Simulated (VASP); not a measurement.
# BeZn3Se4 (P3m1) in VASP: single point with r2SCAN

Aim: the single point of BeZn3Se4 with r2SCAN.

Program: VASP 6.6.1. These are calculated values, not measurements. Logs are shortened: lines on timing, memory, paths and dates and some standing lists are left out, and cuts for length are marked.

## (1) The cell of the first run

It takes space group P3m1 (No. 156, trigonal). Conventional cell: a = 3.949 Å, b = 3.949 Å, c = 13.038 Å, α = 90.00°, β = 90.00°, γ = 120.00°. Within 3.0 Å of Be (site symmetry 3m) lie 4 Se at 2.24 to 2.38 Å. Within 3.2 Å of Zn (site symmetry 3m) lie 4 Se at 2.45 to 2.47 Å. Zn (site symmetry 3m) has 4 Se at 2.45 to 2.47 Å within 3.2 Å. Within 3.2 Å of Zn (site symmetry 3m) lie 4 Se at 2.45 to 2.48 Å. Within 3.0 Å of Se (site symmetry 3m) lie 1 Be at 2.24 Å and 3 Zn at 2.45 Å. Within 3.2 Å of Se (site symmetry 3m) lie 4 Zn at 2.45 to 2.47 Å. Within 3.2 Å of Se (site symmetry 3m) lie 4 Zn at 2.45 to 2.47 Å. Se (site symmetry 3m) has 3 Be at 2.38 Å and 1 Zn at 2.48 Å within 3.1 Å.

## (2) Single point, r2SCAN

Input file POSCAR:

```
BeZn3Se4
1.0
    3.9487355755      0.0000000000      0.0000000000
   -1.9743677878      3.4197053212      0.0000000000
    0.0000000000      0.0000000000     13.0379726000
Be Zn Se
1 3 4
Direct
    0.3333333333      0.6666666667      0.0012130000
    0.3333333333      0.6666666667      0.5008500000
    0.6666666667      0.3333333333      0.2425510000
    0.6666666667      0.3333333333      0.7597200000
    0.3333333333      0.6666666667      0.1733880000
    0.3333333333      0.6666666667      0.6903950000
    0.6666666667      0.3333333333      0.4319450000
    0.6666666667      0.3333333333      0.9499360000
```

Input file INCAR.step1:

```
PREC = Accurate
ENCUT = 520
ISMEAR = 0
SIGMA = 0.02
LREAL = False
LASPH = True
NELM = 100
NBANDS = 41
GGA = PE
ALGO = Normal
EDIFF = 1E-4
LWAVE = True
LCHARG = False
```

Input file INCAR.step2:

```
PREC = Accurate
ENCUT = 520
EDIFF = 1E-6
ISMEAR = 0
SIGMA = 0.02
LREAL = False
LASPH = True
NELM = 100
ALGO = Normal
ISIF = 2
LWAVE = False
LCHARG = False
METAGGA = R2SCAN
LMIXTAU = True
NBANDS = 41
ISTART = 1
```

Input file KPOINTS:

```
regular mesh
0
Gamma
  12 12 2
```

Potentials or basis: VASP PAW PBE potentials, release 64 (Be, Zn, Se).

On the command line:

```bash
$ cat potpaw_PBE.64/Be/POTCAR potpaw_PBE.64/Zn/POTCAR potpaw_PBE.64/Se/POTCAR > POTCAR
$ cp INCAR.step1 INCAR
$ mpirun -np 1 vasp_std > vasp.out
$ cp INCAR.step2 INCAR
$ mpirun -np 1 vasp_std > vasp.out
```

OUTCAR:

```text
PREC = Accurate
   ENCUT = 520
   EDIFF = 1E-6
   ISMEAR = 0
   LREAL = False
   LASPH = True
   NELM = 100
   ISIF = 2
   METAGGA = R2SCAN
   ISTART = 1

 ion  position               nearest neighbor table
   1  0.333  0.667  0.001-   5 2.24   8 2.38   8 2.38   8 2.38
   2  0.333  0.667  0.501-   7 2.45   7 2.45   7 2.45   6 2.47
   3  0.667  0.333  0.243-   5 2.45   5 2.45   5 2.45   7 2.47
   4  0.667  0.333  0.760-   6 2.45   6 2.45   6 2.45   8 2.48
   5  0.333  0.667  0.173-   1 2.24   3 2.45   3 2.45   3 2.45
   6  0.333  0.667  0.690-   4 2.45   4 2.45   4 2.45   2 2.47
   7  0.667  0.333  0.432-   2 2.45   2 2.45   2 2.45   3 2.47
   8  0.667  0.333  0.950-   1 2.38   1 2.38   1 2.38   4 2.48

  LATTYP: Found a hexagonal cell.
 ALAT       =     3.9487355755
 C/A-ratio  =     3.3018094908

  Lattice vectors:

 A1 = (   3.9487355755,   0.0000000000,   0.0000000000)
 A2 = (  -1.9743677878,   3.4197053212,   0.0000000000)
 A3 = (   0.0000000000,   0.0000000000,  13.0379726000)

Analysis of symmetry for initial positions (statically):
=====================================================================
 Subroutine PRICEL returns:
 Original cell was already a primitive cell.

 Routine SETGRP: Setting up the symmetry group for a
 hexagonal supercell.

 Subroutine GETGRP returns: Found  6 space group operations
 (whereof  6 operations were pure point group operations)
 out of a pool of 24 trial point group operations.

The static configuration has the point symmetry C_3v.

Analysis of symmetry for dynamics (positions and initial velocities):
=====================================================================
 Subroutine PRICEL returns:
 Original cell was already a primitive cell.

 Routine SETGRP: Setting up the symmetry group for a
 hexagonal supercell.

 Subroutine GETGRP returns: Found  6 space group operations
 (whereof  6 operations were pure point group operations)
 out of a pool of 24 trial point group operations.

The dynamic configuration has the point symmetry C_3v.

 Subroutine INISYM returns: Found  6 space group operations
 (whereof  6 operations are pure point group operations),
 and found     1 'primitive' translations

----------------------------------------------------------------------------------------

[... 103 lines left out ...]
   NELM   =    100;   NELMIN=  2; NELMDL=  0     # of ELM steps
   EDIFF  = 0.1E-05   stopping-criterion for ELM
   LREAL  =      F    real-space projection
   EDIFFG = 0.1E-04   stopping-criterion for IOM
   NSW    =      0    number of steps for IOM
   IBRION =     -1    ionic relax: 0-MD 1-quasi-New 2-CG
   NFREE  =      0    steps in history (QN), initial steepest desc. (CG)
   ISIF   =      2    stress and relaxation
   ISYM   =      2    0-nonsym 1-usesym 2-fastsym
   POTIM  = 0.5000    time-step for ionic-motion
   TEBEG  =    0.0;   TEEND  =   0.0 temperature during run
   PSTRESS=    0.0 pullay stress
   NELECT =      62.0000    total number of electrons
   NUPDOWN=      -1.0000    fix difference up-down
   EMIN   =  10.00;   EMAX   =-10.00  energy-range for DOS
   EFERMI =   0.00;   METHOD = LEGACY
   ISMEAR =     0;   SIGMA  =   0.02  broadening in eV -4-tet -1-fermi 0-gaus
   EFERMI_NEDOS =   21; number of points for ismear=-14 and -15
   IALGO  =     38    algorithm
   IMIX   =      4    mixing-type and parameters
     AMIX     =   0.40;   BMIX     =  1.00
     AMIX_MAG =   1.60;   BMIX_MAG =  1.00
  volume/ion in A,a.u.               =      22.01       148.51
  Fermi-wavevector in a.u.,A,eV,Ry     =   1.156076  2.184667 18.184352  1.336512
  Thomas-Fermi vector in A             =   2.292699
   LORBIT       =      0    0 simple, 1 ext, 2 COOP (PROOUT), +10 PAW based schemes
   METAGGA = R2SCAN    functional components
   LHFCALC =     F    Hartree Fock is set to
   AEXX    =    0.0000 exact exchange contribution
   IVDW    =     0    specifies the selected vdW correction
   LEPSILON=     F    determine dielectric tensor
   LRPA    =     F    only Hartree local field effects (RPA)
 non-spin polarized calculation
 Gauss-broadening in eV      SIGMA  =   0.02
  energy-cutoff  :      520.00
  volume of cell :      176.06
 maximum number of plane-waves:      4788
 NGX is ok and might be reduce to    30
   NGX = 15   NGY = 15   NGZ = 49

 number of electron      61.9999963 magnetization

 Free energy of the ion-electron system (eV)
  ---------------------------------------------------
  ext. energy  EPLUGINS =         0.00000000
  ---------------------------------------------------
  free energy    TOTEN  =       -94.94079800 eV

  energy without entropy =      -94.94079800  energy(sigma->0) =      -94.94079800

 E-fermi :   1.6418     XC(G=0):  -9.7623

 val. band max:        1.5508726099   @ k =   0.0000   0.0000   0.0000
 cond. band min:       3.7267422762   @ k =   0.0000   0.0000   0.0000
 fundamental gap:      2.1758696662
 Fermi energy:         1.6417777008

 k-point     1 :       0.0000    0.0000    0.0000
  band No.  band energies     occupation
      1     -12.2633      2.00000
      2     -11.8995      2.00000
      3     -11.7738      2.00000
      4     -11.3162      2.00000
      5      -5.1886      2.00000
      6      -5.1686      2.00000
[... 1045 lines left out ...]
     40       8.4225      0.00000
     41       8.9633      0.00000

 [... further k-points ...]
[... 5 lines left out ...]
  --------------------------------------------------------------------------------------
  -------------------------------------------------------------------------------------
  Total       -1.9428155     -1.9428155     -2.0362978      0.0000000      0.0000000      0.0000000
  in kB      -17.6801252    -17.6801252    -18.5308384      0.0000000      0.0000000      0.0000000
  external PRESSURE =     -17.9636963 kB  Pullay stress =       0.0000000 kB

 VOLUME and BASIS-vectors are now :
 -----------------------------------------------------------------------------
  energy-cutoff  :      520.00
  volume of cell :      176.06
      direct lattice vectors                 reciprocal lattice vectors
     3.948735576  0.000000000  0.000000000     0.253245623  0.146211428  0.000000000
    -1.974367788  3.419705321  0.000000000     0.000000000  0.292422857  0.000000000
     0.000000000  0.000000000 13.037972600     0.000000000  0.000000000  0.076699041

 POSITION                                       TOTAL-FORCE (eV/Angst)
 -----------------------------------------------------------------------------------
     -0.00000      2.27980      0.01582        -0.000000      0.000000      0.016866
     -0.00000      2.27980      6.53007        -0.000000     -0.000000      0.003208
      1.97437      1.13990      3.16237         0.000000      0.000000     -0.002165
      1.97437      1.13990      9.90521        -0.000000     -0.000000     -0.033753
     -0.00000      2.27980      2.26063        -0.000000      0.000000      0.131664
     -0.00000      2.27980      9.00135        -0.000000      0.000000      0.006108
      1.97437      1.13990      5.63169        -0.000000      0.000000      0.014442
      1.97437      1.13990     12.38524        -0.000000      0.000000     -0.136369
 -----------------------------------------------------------------------------------
    total drift:                               -0.000020      0.000011     -0.003064

  FREE ENERGIE OF THE ION-ELECTRON SYSTEM (eV)
  ---------------------------------------------------
  free  energy   TOTEN  =       -94.9407979951 eV

  energy  without entropy=      -94.9407979951  energy(sigma->0) =      -94.94079800
```

OUTCAR.step1:

```text
PREC = Accurate
   ENCUT = 520
   ISMEAR = 0
   LREAL = False
   LASPH = True
[... 1301 lines left out ...]
     -0.00000      2.27980      2.26063         0.000000     -0.000000     -0.015357
     -0.00000      2.27980      9.00135        -0.000000      0.000000     -0.005499
      1.97437      1.13990      5.63169        -0.000000      0.000000     -0.004984
      1.97437      1.13990     12.38524         0.000000      0.000000      0.012224
 -----------------------------------------------------------------------------------
    total drift:                                0.000000     -0.000001      0.000990

  FREE ENERGIE OF THE ION-ELECTRON SYSTEM (eV)
  ---------------------------------------------------
  free  energy   TOTEN  =       -26.6348861249 eV

  energy  without entropy=      -26.6348861249  energy(sigma->0) =      -26.63488612
```

Run time: 20 min. Hardware: 1 thread of Intel Xeon Platinum 8488C (Sapphire Rapids), shared host; peak memory 0.47 GiB.

What came out:

| Property | Result |
| --- | --- |
| Free energy | -94.9408 eV |
| Pressure | -1.8 GPa |
| Largest force | 0.136 eV/Å |
| Band gap on the k mesh | 2.18 eV |

Forces on the atoms (eV/Å):
```
Be   0.000  0.000  0.017
Zn   0.000  0.000  0.003
Zn   0.000  0.000 -0.002
Zn   0.000  0.000 -0.034
Se   0.000  0.000  0.132
Se   0.000  0.000  0.006
Se   0.000  0.000  0.014
Se   0.000  0.000 -0.136
```

Caveat: the PAW data sets were made with another functional, which shifts forces and pressure a little. A k mesh can miss the band edges.
